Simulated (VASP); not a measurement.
# Zr2N (P4_2/mnm) in VASP: further runs, part 3 of 3

VASP 6.6.1. Earlier steps stand in the parts before.

### 6 Single point, r2SCAN

This run uses another cell than the first one, of 16.07 Å³/atom, 0.995 times its volume.

POSCAR

```
Zr2N
1.0
    5.3887022540      0.0000000000      0.0000000000
    0.0000000000      5.3887022540      0.0000000000
    0.0000000000      0.0000000000      3.3202011455
Zr N
4 2
Direct
    0.2945657269      0.2945657269      0.0000000000
    0.7054342731      0.7054342731      0.0000000000
    0.7945657269      0.2054342731      0.5000000000
    0.2054342731      0.7945657269      0.5000000000
    0.0000000000      0.0000000000      0.0000000000
    0.5000000000      0.5000000000      0.5000000000
```

INCAR.step1

```
  PREC = Accurate
  ENCUT = 520
  ISMEAR = 0
  SIGMA = 0.1
  LREAL = F
  LASPH = T
  NELM = 100
  NBANDS = 38
  GGA = PE
  ALGO = Normal
  EDIFF = 1E-4
  LWAVE = T
  LCHARG = F
```

INCAR.step2

```
  PREC = Accurate
  ENCUT = 520
  EDIFF = 1E-6
  ISMEAR = 0
  SIGMA = 0.1
  LREAL = F
  LASPH = T
  NELM = 100
  ALGO = Normal
  ISIF = 2
  LWAVE = F
  LCHARG = F
  METAGGA = R2SCAN
  LMIXTAU = T
  NBANDS = 38
  ISTART = 1
```

KPOINTS

```
regular mesh
0
Gamma
  2 2 4
```

Potentials or basis: VASP PAW PBE potentials, release 64 (Zr_sv, N).

Launch:

```bash
> cat potpaw_PBE.64/Zr_sv/POTCAR potpaw_PBE.64/N/POTCAR > POTCAR
> cp INCAR.step1 INCAR
> mpirun -np 1 vasp_std > vasp.out
> cp INCAR.step2 INCAR
> mpirun -np 1 vasp_std > vasp.out
```

OUTCAR:

```text
PREC = Accurate
   ENCUT = 520
   EDIFF = 1E-6
   ISMEAR = 0
   LREAL = F
   LASPH = T
   NELM = 100
   ISIF = 2
   METAGGA = R2SCAN
   ISTART = 1

 ion  position               nearest neighbor table
   1  0.295  0.295  0.000-   5 2.24   6 2.28   6 2.28   2 3.13   4 3.20   3 3.20   4 3.20   3 3.20
                             4 3.20   4 3.20   3 3.20   3 3.20   2 3.87   2 3.87
   2  0.705  0.705  0.000-   5 2.24   6 2.28   6 2.28   1 3.13   4 3.20   3 3.20   4 3.20   3 3.20
                             3 3.20   3 3.20   4 3.20   4 3.20   1 3.87   1 3.87
   3  0.795  0.205  0.500-   6 2.24   5 2.28   5 2.28   4 3.13   1 3.20   1 3.20   2 3.20   2 3.20
                             2 3.20   2 3.20   1 3.20   1 3.20   4 3.87   4 3.87
   4  0.205  0.795  0.500-   6 2.24   5 2.28   5 2.28   3 3.13   1 3.20   1 3.20   2 3.20   2 3.20
                             1 3.20   1 3.20   2 3.20   2 3.20   3 3.87   3 3.87
   5  0.000  0.000  0.000-   1 2.24   2 2.24   3 2.28   4 2.28   3 2.28   4 2.28
   6  0.500  0.500  0.500-   3 2.24   4 2.24   1 2.28   2 2.28   1 2.28   2 2.28

  LATTYP: Found a simple tetragonal cell.
 ALAT       =     5.3887022540
 C/A-ratio  =     0.6161411392

  Lattice vectors:

 A1 = (   5.3887022540,   0.0000000000,   0.0000000000)
 A2 = (   0.0000000000,   5.3887022540,   0.0000000000)
[... 176 lines left out ...]

 k-point     1 :       0.0000    0.0000    0.0000
  band No.  band energies     occupation
      1     -40.6240      2.00000
      2     -40.4751      2.00000
      3     -40.4751      2.00000
      4     -40.4092      2.00000
      5     -18.8677      2.00000
      6     -18.2717      2.00000
[... 358 lines left out ...]
     37      14.6980      0.00000
     38      14.6980      0.00000

------------------------ aborting loop because EDIFF is reached ----------------------------------------

  FORCE on cell =-STRESS in cart. coord.  units (eV):
  Direction    XX          YY          ZZ          XY          YZ          ZX
  --------------------------------------------------------------------------------------
  -------------------------------------------------------------------------------------
  Total        0.0767750      0.0767750      0.0902875      0.0000000      0.0000000      0.0000000
  in kB        1.2758443      1.2758443      1.5003940      0.0000000      0.0000000      0.0000000
  external PRESSURE =       1.3506942 kB  Pullay stress =       0.0000000 kB

 VOLUME and BASIS-vectors are now :
 -----------------------------------------------------------------------------
  energy-cutoff  :      520.00
  volume of cell :       96.41
      direct lattice vectors                 reciprocal lattice vectors
     5.388702254  0.000000000  0.000000000     0.185573437  0.000000000  0.000000000
     0.000000000  5.388702254  0.000000000     0.000000000  0.185573437  0.000000000
     0.000000000  0.000000000  3.320201146     0.000000000  0.000000000  0.301186572

 POSITION                                       TOTAL-FORCE (eV/Angst)
 -----------------------------------------------------------------------------------
      1.58733      1.58733      0.00000        -0.002596     -0.002596     -0.000000
      3.80138      3.80138      0.00000         0.002596      0.002596      0.000000
      4.28168      1.10702      1.66010        -0.002596      0.002596      0.000000
      1.10702      4.28168      1.66010         0.002596     -0.002596      0.000000
      0.00000      0.00000      0.00000         0.000000      0.000000      0.000000
      2.69435      2.69435      1.66010         0.000000      0.000000      0.000000
 -----------------------------------------------------------------------------------
    total drift:                               -0.000000      0.000000     -0.000000

  FREE ENERGIE OF THE ION-ELECTRON SYSTEM (eV)
  ---------------------------------------------------
  free  energy   TOTEN  =      -117.8619096742 eV

  energy  without entropy=     -117.8225891446  energy(sigma->0) =     -117.84224941
```

OUTCAR.step1:

```text
PREC = Accurate
   ENCUT = 520
   ISMEAR = 0
   LREAL = F
[... 594 lines left out ...]
      4.28168      1.10702      1.66010        -0.056418      0.056418      0.000000
      1.10702      4.28168      1.66010         0.056418     -0.056418     -0.000000
      0.00000      0.00000      0.00000         0.000000     -0.000000     -0.000000
      2.69435      2.69435      1.66010         0.000000     -0.000000     -0.000000
 -----------------------------------------------------------------------------------
    total drift:                               -0.000000      0.000000     -0.000000

  FREE ENERGIE OF THE ION-ELECTRON SYSTEM (eV)
  ---------------------------------------------------
  free  energy   TOTEN  =       -58.4579845808 eV

  energy  without entropy=      -58.4162554365  energy(sigma->0) =      -58.43712001
```

It took 89 s on 1 thread of AMD EPYC 9R45 (Zen 5), shared host; peak memory 0.18 GiB.

What came out:

```
Free energy            : -117.8619 eV
Pressure               : 0.1 GPa
Largest force          : 0.004 eV/Å
Band gap on the k mesh : zero (band 29 reaches 11.29 eV, above the bottom of band 30 at 8.67 eV)
```

Forces in eV/Å, atoms in the order of the input:
```
Zr  -0.003 -0.003  0.000
Zr   0.003  0.003  0.000
Zr  -0.003  0.003  0.000
Zr   0.003 -0.003  0.000
N    0.000  0.000  0.000
N    0.000  0.000  0.000
```

Levels at points of the mesh, in eV from the Fermi level:
| k point | band 27 | band 28 | band 29 | band 30 | band 31 | band 32 | band 33 | band 34 |
| --- | --- | --- | --- | --- | --- | --- | --- | --- |
| (0.00, 0.00, 0.00) | 0.18 | 0.78 | 0.79 | 1.07 | 1.07 | 1.54 | 1.54 | 1.64 |
| (0.50, 0.00, 0.00) | -1.00 | -1.00 | 1.48 | 1.48 | 1.60 | 1.60 | 1.95 | 1.95 |
| (0.50, 0.50, 0.00) | -1.06 | -1.06 | 0.87 | 0.87 | 1.48 | 1.48 | 1.75 | 1.75 |
| (0.00, 0.00, 0.50) | -1.14 | -1.14 | -1.13 | -1.13 | 2.03 | 2.03 | 3.27 | 3.27 |
| (0.50, 0.00, 0.50) | -0.97 | -0.97 | -0.87 | -0.87 | 1.61 | 1.61 | 3.54 | 3.54 |
| (0.50, 0.50, 0.50) | -0.80 | -0.80 | -0.36 | -0.36 | 1.29 | 1.29 | 2.81 | 2.81 |

Caveat: the k points lie up to 0.58 Å⁻¹ apart; the PAW data sets were made with another functional, which shifts forces and pressure a little.

### 7 The runs side by side

```tsv
task	cell	k mesh	cutoff (eV)	gap on the mesh (eV)	pressure (GPa)	largest force (eV/Å)
single point	a = 5.417, b = 5.417, c = 3.300 Å, 6 atoms	8 × 8 × 10	520	none	0.1	0.01
single point	a = 4.841, b = 4.841, c = 3.881 Å, 6 atoms	1 × 1 × 1	520	0.75	0.3	0.04
single point	a = 5.627, b = 5.627, c = 3.201 Å, 6 atoms	1 × 1 × 2	520	none	0.2	0.03
relaxation of cell and atoms	relaxed from a = 5.413, b = 5.413, c = 3.308 Å, 6 atoms	1 × 1 × 1	600	0.74	0.0	-
single point	a = 5.389, b = 5.389, c = 3.320 Å, 6 atoms	2 × 2 × 4	520	none	0.1	-
```

Alike in all rows: level r2SCAN; potentials or basis VASP PAW PBE potentials, release 64 (Zr_sv, N); no spin polarisation; smearing gaussian 0.1 eV.

Caveats: some runs use coarse meshes; the PAW data sets were made with another functional, which shifts forces and pressure a little.

Absolute energies hang on the potentials; compare differences alone.
